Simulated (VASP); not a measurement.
# ZnS in VASP: further runs

ZnS is run at these levels: PBE, r2SCAN; tasks: single point, relaxation of cell and atoms.

Program: VASP 6.6.1. These are calculated values, not measurements. Logs are shortened: lines on timing, memory, paths and dates and some standing lists are left out, and cuts for length are marked.

**1. The cell of the first run**

It takes space group F-43m (No. 216, cubic). Conventional cell: a = 5.451 Å, b = 5.451 Å, c = 5.451 Å, α = 90.00°, β = 90.00°, γ = 90.00°. Zn (site symmetry -43m) has 4 S at 2.36 Å within 3.1 Å. Within 3.1 Å of S (site symmetry -43m) lie 4 Zn at 2.36 Å.

**2. Single point, PBE (strained)**

The input, INCAR:

```
PREC = Accurate ; ENCUT = 520
EDIFF = 1E-6 ; ISMEAR = 0
SIGMA = 0.02 ; LREAL = F
LASPH = T ; NELM = 80
ALGO = Normal ; ISIF = 2
LWAVE = F ; LCHARG = F
GGA = PE ; NBANDS = 16
```

The input, KPOINTS:

```
regular mesh
0
Gamma
  10 10 10
```

The input, POSCAR:

```
ZnS
1.0
    0.0000000000      2.7256921770      2.7256921770
    2.7256921770      0.0000000000      2.7256921770
    2.7256921770      2.7256921770      0.0000000000
Zn S
1 1
Direct
    0.0000000000      0.0000000000      0.0000000000
    0.7500000000      0.7500000000      0.7500000000
```

Potentials or basis: VASP PAW PBE potentials, release 64 (Zn, S).

Launch:

```
cat potpaw_PBE.64/Zn/POTCAR potpaw_PBE.64/S/POTCAR > POTCAR
mpirun -np 1 vasp_std > vasp.out
```

OUTCAR:

```text
PREC = Accurate
   ENCUT = 520
   EDIFF = 1E-6
   ISMEAR = 0
   LREAL = F
   LASPH = T
   NELM = 80
   ISIF = 2
   GGA = PE

 ion  position               nearest neighbor table
   1  0.000  0.000  0.000-   2 2.36   2 2.36   2 2.36   2 2.36
   2  0.750  0.750  0.750-   1 2.36   1 2.36   1 2.36   1 2.36

  LATTYP: Found a face centered cubic cell.
 ALAT       =     5.4513843540

  Lattice vectors:

 A1 = (   0.0000000000,   2.7256921770,   2.7256921770)
 A2 = (   2.7256921770,   0.0000000000,   2.7256921770)
 A3 = (   2.7256921770,   2.7256921770,   0.0000000000)

Analysis of symmetry for initial positions (statically):
=====================================================================
 Subroutine PRICEL returns:
 Original cell was already a primitive cell.

 Routine SETGRP: Setting up the symmetry group for a
 face centered cubic supercell.

 Subroutine GETGRP returns: Found 24 space group operations
 (whereof 24 operations were pure point group operations)
 out of a pool of 48 trial point group operations.

The static configuration has the point symmetry T_d .

Analysis of symmetry for dynamics (positions and initial velocities):
=====================================================================
 Subroutine PRICEL returns:
 Original cell was already a primitive cell.

 Routine SETGRP: Setting up the symmetry group for a
 face centered cubic supercell.

 Subroutine GETGRP returns: Found 24 space group operations
 (whereof 24 operations were pure point group operations)
 out of a pool of 48 trial point group operations.

The dynamic configuration has the point symmetry T_d .

 Subroutine INISYM returns: Found 24 space group operations
 (whereof 24 operations are pure point group operations),
 and found     1 'primitive' translations

----------------------------------------------------------------------------------------

                                     Primitive cell

  volume of cell :      40.5005

  direct lattice vectors                    reciprocal lattice vectors
     0.000000000  2.725692177  2.725692177    -0.183439643  0.183439643  0.183439643
     2.725692177  0.000000000  2.725692177     0.183439643 -0.183439643  0.183439643
     2.725692177  2.725692177  0.000000000     0.183439643  0.183439643 -0.183439643

  length of vectors
     3.854710844  3.854710844  3.854710844     0.317726782  0.317726782  0.317726782

  position of ions in fractional coordinates (direct lattice)
     0.000000000  0.000000000  0.000000000
     0.750000000  0.750000000  0.750000000

  ion indices of the primitive-cell ions
   primitive index   ion index
                 1           1
                 2           2

----------------------------------------------------------------------------------------

 KPOINTS: regular mesh

Automatic generation of k-mesh.
 Grid dimensions read from file:
 generate k-points for:   10   10   10

 Generating k-lattice:

  Cartesian coordinates                     Fractional coordinates (reciprocal lattice)
    -0.018343964  0.018343964  0.018343964     0.100000000  0.000000000  0.000000000
     0.018343964 -0.018343964  0.018343964     0.000000000  0.100000000  0.000000000
     0.018343964  0.018343964 -0.018343964     0.000000000  0.000000000  0.100000000

  Length of vectors
     0.031772678  0.031772678  0.031772678

  Shift w.r.t. Gamma in fractional coordinates (k-lattice)
     0.000000000  0.000000000  0.000000000

 Subroutine IBZKPT returns following result:
 ===========================================

 Found     47 irreducible k-points:

 Following reciprocal coordinates:
            Coordinates               Weight
  0.000000  0.000000  0.000000      1.000000
  0.100000  0.000000  0.000000      8.000000
  0.200000  0.000000  0.000000      8.000000
  0.300000  0.000000  0.000000      8.000000
  0.400000  0.000000  0.000000      8.000000
  0.500000  0.000000  0.000000      4.000000
[... 16 lines left out ...]
  0.300000  0.300000  0.000000      6.000000
  0.400000  0.300000  0.000000     24.000000
 [... further k-points ...]
   k-points           NKPTS =     47   k-points in BZ     NKDIM =     47   number of bands    NBANDS=     16
   number of dos      NEDOS =    301   number of ions     NIONS =      2
   total plane-waves  NPLWV =  27000
   dimension x,y,z NGX =    30 NGY =   30 NGZ =   30
   dimension x,y,z NGXF=    60 NGYF=   60 NGZF=   60
   ions per type =               1   1
   NGX,Y,Z   is equivalent  to a cutoff of  12.94, 12.94, 12.94 a.u.
   NGXF,Y,Z  is equivalent  to a cutoff of  25.88, 25.88, 25.88 a.u.
 SYSTEM =  unknown system
   PREC   = accura    normal or accurate (medium, high low for compatibility)
   ISTART =      0    job   : 0-new  1-cont  2-samecut
   ICHARG =      2    charge: 1-file 2-atom 10-const
   ISPIN  =      1    spin polarized calculation?
   LNONCOLLINEAR =      F non collinear calculations
   LSORBIT =      F    spin-orbit coupling
   LASPH  =      T    aspherical Exc in radial PAW
   ENCUT  =  520.0 eV  38.22 Ry    6.18 a.u.   7.17  7.17  7.17*2*pi/ulx,y,z
   NELM   =     80;   NELMIN=  2; NELMDL= -5     # of ELM steps
   EDIFF  = 0.1E-05   stopping-criterion for ELM
   LREAL  =      F    real-space projection
   EDIFFG = 0.1E-04   stopping-criterion for IOM
   NSW    =      0    number of steps for IOM
   IBRION =     -1    ionic relax: 0-MD 1-quasi-New 2-CG
   NFREE  =      0    steps in history (QN), initial steepest desc. (CG)
   ISIF   =      2    stress and relaxation
   ISYM   =      2    0-nonsym 1-usesym 2-fastsym
   POTIM  = 0.5000    time-step for ionic-motion
   TEBEG  =    0.0;   TEEND  =   0.0 temperature during run
   PSTRESS=    0.0 pullay stress
   NELECT =      18.0000    total number of electrons
   NUPDOWN=      -1.0000    fix difference up-down
   EMIN   =  10.00;   EMAX   =-10.00  energy-range for DOS
   EFERMI =   0.00;   METHOD = LEGACY
   ISMEAR =     0;   SIGMA  =   0.02  broadening in eV -4-tet -1-fermi 0-gaus
   EFERMI_NEDOS =   21; number of points for ismear=-14 and -15
   IALGO  =     38    algorithm
   IMIX   =      4    mixing-type and parameters
     AMIX     =   0.40;   BMIX     =  1.00
     AMIX_MAG =   1.60;   BMIX_MAG =  1.00
  volume/ion in A,a.u.               =      20.25       136.66
  Fermi-wavevector in a.u.,A,eV,Ry     =   1.249335  2.360901 21.236485  1.560838
  Thomas-Fermi vector in A             =   2.383380
   LORBIT       =      0    0 simple, 1 ext, 2 COOP (PROOUT), +10 PAW based schemes
   GGA     = PE    functional components
   LHFCALC =     F    Hartree Fock is set to
   AEXX    =    0.0000 exact exchange contribution
   IVDW    =     0    specifies the selected vdW correction
   LEPSILON=     F    determine dielectric tensor
   LRPA    =     F    only Hartree local field effects (RPA)
 non-spin polarized calculation
 Gauss-broadening in eV      SIGMA  =   0.02
  energy-cutoff  :      520.00
  volume of cell :       40.50
 maximum number of plane-waves:      1106
 NGX is ok and might be reduce to    30
   NGX = 15   NGY = 15   NGZ = 15

 number of electron      18.0000006 magnetization

 Free energy of the ion-electron system (eV)
  ---------------------------------------------------
  ext. energy  EPLUGINS =         0.00000000
  ---------------------------------------------------
  free energy    TOTEN  =        -6.85262617 eV

  energy without entropy =       -6.85262617  energy(sigma->0) =       -6.85262617

 E-fermi :   2.0087     XC(G=0):  -9.5076

 val. band max:        1.8663946943   @ k =   0.0000   0.0000   0.0000
 cond. band min:       3.8663017006   @ k =   0.0000   0.0000   0.0000
 fundamental gap:      1.9999070064
 Fermi energy:         2.0086827198

 k-point     1 :       0.0000    0.0000    0.0000
  band No.  band energies     occupation
      1     -11.0948      2.00000
      2      -4.3725      2.00000
      3      -4.3725      2.00000
      4      -4.3725      2.00000
      5      -3.9049      2.00000
      6      -3.9049      2.00000
[... 8 lines left out ...]
     15      13.5981      0.00000
     16      13.5981      0.00000

 k-point     2 :       0.1000    0.0000    0.0000
  band No.  band energies     occupation
      1     -11.0227      2.00000
      2      -4.3712      2.00000
      3      -4.3595      2.00000
      4      -4.3595      2.00000
      5      -3.9061      2.00000
      6      -3.9061      2.00000
[... 8 lines left out ...]
     15      13.1645      0.00000
     16      14.1764      0.00000

 k-point     3 :       0.2000    0.0000    0.0000
  band No.  band energies     occupation
      1     -10.8240      2.00000
      2      -4.3498      2.00000
      3      -4.3272      2.00000
      4      -4.3272      2.00000
      5      -3.9060      2.00000
      6      -3.9060      2.00000
[... 8 lines left out ...]
     15      12.7533      0.00000
     16      14.3057      0.00000

 k-point     4 :       0.3000    0.0000    0.0000
  band No.  band energies     occupation
      1     -10.5551      2.00000
      2      -4.2927      2.00000
      3      -4.2927      2.00000
      4      -4.2585      2.00000
      5      -3.8983      2.00000
      6      -3.8983      2.00000
[... 8 lines left out ...]
     15      13.1070      0.00000
     16      13.7537      0.00000
[... 324 lines left out ...]
 k-point    22 :      -0.2000    0.2000    0.0000
  band No.  band energies     occupation
      1     -10.4640      2.00000
      2      -4.2728      2.00000
      3      -4.2701      2.00000
      4      -4.2447      2.00000
      5      -3.9246      2.00000
      6      -3.8694      2.00000
[... 8 lines left out ...]
     15      14.6424      0.00000
     16      16.3107      0.00000

 k-point    23 :       0.3000    0.3000    0.0000
  band No.  band energies     occupation
      1     -10.3743      2.00000
      2      -4.4058      2.00000
      3      -4.1831      2.00000
      4      -4.1831      2.00000
      5      -3.9314      2.00000
      6      -3.8590      2.00000
[... 8 lines left out ...]
     15      14.6623      0.00000
     16      18.3210      0.00000

 k-point    24 :       0.4000    0.3000    0.0000
  band No.  band energies     occupation
      1     -10.1839      2.00000
      2      -4.3706      2.00000
      3      -4.1410      2.00000
      4      -4.1313      2.00000
      5      -3.8780      2.00000
      6      -3.8518      2.00000
[... 8 lines left out ...]
     15      15.1874      0.00000
     16      17.5386      0.00000

 [... further k-points ...]

------------------------ aborting loop because EDIFF is reached ----------------------------------------

  FORCE on cell =-STRESS in cart. coord.  units (eV):
  Direction    XX          YY          ZZ          XY          YZ          ZX
  --------------------------------------------------------------------------------------
  -------------------------------------------------------------------------------------
  Total       -0.0378070     -0.0378070     -0.0378070      0.0000000     -0.0000000     -0.0000000
  in kB       -1.4956246     -1.4956246     -1.4956246      0.0000000     -0.0000000     -0.0000000
  external PRESSURE =      -1.4956246 kB  Pullay stress =       0.0000000 kB

 VOLUME and BASIS-vectors are now :
 -----------------------------------------------------------------------------
  energy-cutoff  :      520.00
  volume of cell :       40.50
      direct lattice vectors                 reciprocal lattice vectors
     0.000000000  2.725692177  2.725692177    -0.183439643  0.183439643  0.183439643
     2.725692177  0.000000000  2.725692177     0.183439643 -0.183439643  0.183439643
     2.725692177  2.725692177  0.000000000     0.183439643  0.183439643 -0.183439643

 POSITION                                       TOTAL-FORCE (eV/Angst)
 -----------------------------------------------------------------------------------
      0.00000      0.00000      0.00000         0.000000     -0.000000      0.000000
      4.08854      4.08854      4.08854        -0.000000      0.000000     -0.000000
 -----------------------------------------------------------------------------------
    total drift:                                0.000000      0.000000      0.000000

  FREE ENERGIE OF THE ION-ELECTRON SYSTEM (eV)
  ---------------------------------------------------
  free  energy   TOTEN  =        -6.8526261710 eV

  energy  without entropy=       -6.8526261710  energy(sigma->0) =       -6.85262617
```

It took 54 s on 1 thread of Intel Xeon 8259CL, shared host; peak memory 0.18 GiB.

What came out:

```yaml
Free_energy: -6.8526 eV
Pressure: -0.1 GPa
Band_gap_on_the_k_mesh: 2.00 eV
```

Caveat: the cell differs from its parent crystal (strained).

**3. Single point, r2SCAN (strained)**

The input, POSCAR:

```
ZnS
1.0
    0.0000000000      2.6839594275      2.6839594275
    2.6839594275      0.0000000000      2.6839594275
    2.6839594275      2.6839594275      0.0000000000
Zn S
1 1
Direct
    0.0000000000      0.0000000000      0.0000000000
    0.7500000000      0.7500000000      0.7500000000
```

The input, INCAR.step1:

```
ALGO     = Normal         # electronic algorithm
EDIFF    = 1E-4           # SCF threshold, eV
ENCUT    = 520            # plane-wave cutoff, eV
GGA      = PE             # functional
ISMEAR   = 0              # smearing method
LASPH    = True           # aspherical terms in the spheres
LCHARG   = False          # write CHGCAR
LREAL    = False          # projectors in reciprocal space
LWAVE    = True           # write WAVECAR
NBANDS   = 16             # bands
NELM     = 80             # most SCF steps
PREC     = Accurate       # precision mode
SIGMA    = 0.02           # smearing width, eV
```

The input, INCAR.step2:

```
ALGO     = Normal         # electronic algorithm
EDIFF    = 1E-6           # SCF threshold, eV
ENCUT    = 520            # plane-wave cutoff, eV
ISIF     = 2              # what is computed and relaxed
ISMEAR   = 0              # smearing method
ISTART   = 1            
LASPH    = True           # aspherical terms in the spheres
LCHARG   = False          # write CHGCAR
LMIXTAU  = True         
LREAL    = False          # projectors in reciprocal space
LWAVE    = False          # write WAVECAR
METAGGA  = R2SCAN         # meta-GGA
NBANDS   = 16             # bands
NELM     = 80             # most SCF steps
PREC     = Accurate       # precision mode
SIGMA    = 0.02           # smearing width, eV
```

The input, KPOINTS:

```
k-points
0
Gamma
  10 10 10
```

Potentials or basis: VASP PAW PBE potentials, release 64 (Zn, S).

Launch:

```
cat potpaw_PBE.64/Zn/POTCAR potpaw_PBE.64/S/POTCAR > POTCAR
cp INCAR.step1 INCAR
mpirun -np 1 vasp_std > vasp.out
cp INCAR.step2 INCAR
mpirun -np 1 vasp_std > vasp.out
```

It took 2.4 min on 1 thread of Intel Xeon 8259CL, shared host; peak memory 0.18 GiB.

Results (log left out):

```yaml
Free_energy: -18.8651 eV
Pressure: 0.9 GPa
Band_gap_on_the_k_mesh: 2.77 eV
```

Levels at points of the mesh, in eV from the valence-band top:
```tsv
k point	band 7	band 8	band 9	band 10	band 11	band 12
(0.00, 0.00, 0.00)	0.00	0.00	0.00	2.77	6.89	6.89
(0.50, 0.00, 0.00)	-5.53	-0.92	-0.92	3.86	7.38	7.38
(0.50, 0.50, 0.00)	-4.70	-2.36	-2.36	3.68	4.48	11.92
```

Caveat: the cell differs from its parent crystal (strained); the PAW data sets were made with another functional, which shifts forces and pressure a little.

**4. Single point, PBE (one atom moved)**

The input, INCAR:

```
  PREC = Accurate
  ENCUT = 520
  EDIFF = 1E-6
  ISMEAR = 0
  SIGMA = 0.02
  LREAL = False
  LASPH = True
  NELM = 80
  ALGO = Normal
  ISIF = 2
  LWAVE = False
  LCHARG = True
  GGA = PE
  LELF = True
  LVHAR = True
  NBANDS = 16
```

The input, KPOINTS:

```
regular mesh
0
Gamma
  10 10 10
```

The input, POSCAR:

```
ZnS
1.0
    0.0000000000      2.7046500000      2.7046500000
    2.7046500000      0.0000000000      2.7046500000
    2.7046500000      2.7046500000      0.0000000000
Zn S
1 1
Direct
    0.0000000000      0.0000000000      0.0000000000
    0.7416809938      0.7583190062      0.7583190062
```

Launch:

```
cat potpaw_PBE.64/Zn/POTCAR potpaw_PBE.64/S/POTCAR > POTCAR
mpirun -np 1 vasp_std > vasp.out
```

Run time: 2 min. Hardware: 1 thread of Intel Xeon 8259CL, shared host; peak memory 0.24 GiB.

Results (log left out):

```yaml
Free_energy: -6.8427 eV
Pressure: 1.6 GPa
Largest_force: 0.259 eV/Å
Band_gap_on_the_k_mesh: 2.07 eV
```

Forces in eV/Å, atoms in the order of the input:
```
Zn   0.259  0.000  0.000
S   -0.259  0.000  0.000
```

Stress tensor (GPa, compression positive):
```
1.56 0.00 0.00
0.00 1.62 1.03
0.00 1.03 1.62
```

Levels at points of the mesh, in eV from the valence-band top:
```tsv
k point	band 7	band 8	band 9	band 10	band 11	band 12
(0.00, 0.00, 0.00)	-0.08	-0.03	0.00	2.07	6.35	6.36
(0.50, 0.00, 0.00)	-5.37	-0.97	-0.85	3.31	6.82	7.04
(0.00, 0.50, 0.00)	-5.24	-0.95	-0.82	3.23	6.75	6.97
(0.50, 0.50, 0.00)	-4.58	-2.24	-2.24	3.37	4.04	10.92
(0.00, 0.50, 0.50)	-4.58	-2.26	-2.23	3.36	4.05	10.92
```

Caveat: the cell differs from its parent crystal (one atom moved).

[end of part 1 of 2]
